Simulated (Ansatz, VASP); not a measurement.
**One calculation of ZnO, two programs**

File INCAR:

```
SYSTEM = ZnO
PREC = Accurate ; ENCUT = 520
EDIFF = 1E-6 ; ISMEAR = -1
SIGMA = 0.01 ; LREAL = .FALSE.
LASPH = .TRUE. ; NELM = 100
ALGO = Normal ; ISIF = 2
LWAVE = .FALSE. ; LCHARG = .FALSE.
GGA = CA ; NBANDS = 26
```

File KPOINTS:

```
Automatic mesh
0
G
  8 8 5
  0 0 0
```

File POSCAR:

```
ZnO
1.0
    3.2385310885      0.0000000000      0.0000000000
   -1.6192655442      2.8046501935      0.0000000000
    0.0000000000      0.0000000000      5.1863958566
Zn O
2 2
Direct
    0.3333333333      0.6666666667      0.0000000000
    0.6666666667      0.3333333333      0.5000000000
    0.3333333333      0.6666666667      0.3821000000
    0.6666666667      0.3333333333      0.8821000000
```

Input for Ansatz:

```yaml
crystal:
  lattice:
    - [3.2385310885, 0.0, 0.0]
    - [-1.6192655442, 2.8046501935, 0.0]
    - [0.0, 0.0, 5.1863958566]
  atoms:
    - { symbol: Zn, position: [0.3333333333, 0.6666666667, 0.0] }
    - { symbol: Zn, position: [0.6666666667, 0.3333333333, 0.5] }
    - { symbol: O, position: [0.3333333333, 0.6666666667, 0.3821] }
    - { symbol: O, position: [0.6666666667, 0.3333333333, 0.8821] }
kpoints:
  mp_grid: { grid: [8, 8, 5] }
  band_path:
    path:
      - [0.0, 0.0, 0.0]
      - [0.5, 0.0, 0.0]
      - [0.3333333333, 0.3333333333, 0.0]
      - [0.0, 0.0, 0.0]
      - [0.0, 0.0, 0.5]
      - [0.5, 0.0, 0.5]
      - [0.3333333333, 0.3333333333, 0.5]
      - [0.0, 0.0, 0.5]
      - [0.5, 0.0, 0.5]
    npoints: 5
scf:
  occupations: { method: fermi_dirac, width: 0.01 }
hamiltonian:
  xc: lda
  pseudopotentials: { kind: all_electron, lapw: { basis_error: 0.0005 } }
output:
  forces: true
  stress: true
  eigenvalues: true
```

Change from the starting cell: volume scaled by 0.99.

Alike in both runs: task single point; functional LDA; k mesh 8 × 8 × 5; occupations fermi-dirac, width 0.01 eV; no spin polarisation.

|  | VASP | Ansatz |
| --- | --- | --- |
| version | VASP 6.6.1 | Ansatz 0.2.0 |
| potentials or method | VASP PAW LDA potentials, release 64 (Zn, O), cutoff 520 eV | all-electron LAPW, scalar-relativistic |

```tsv
	VASP	Ansatz	Ansatz less VASP
gap on the k mesh at the Fermi level (eV)	0.76	0.76	+0.004
pressure (GPa)	-4.7	-5.7	-1.04
traceless stress, the component that is largest in VASP (GPa)	0.37	0.39	+0.018
rms of the force components (eV/Å)	0.024	0.023	-0.0003
```

LDA's correlation is that of Perdew and Zunger in VASP and of Perdew and Wang (1992) in Ansatz. Atom by atom the forces differ by 0.000 eV/Å (rms over components). Ansatz ran all-electron here, and VASP with PAW potentials.
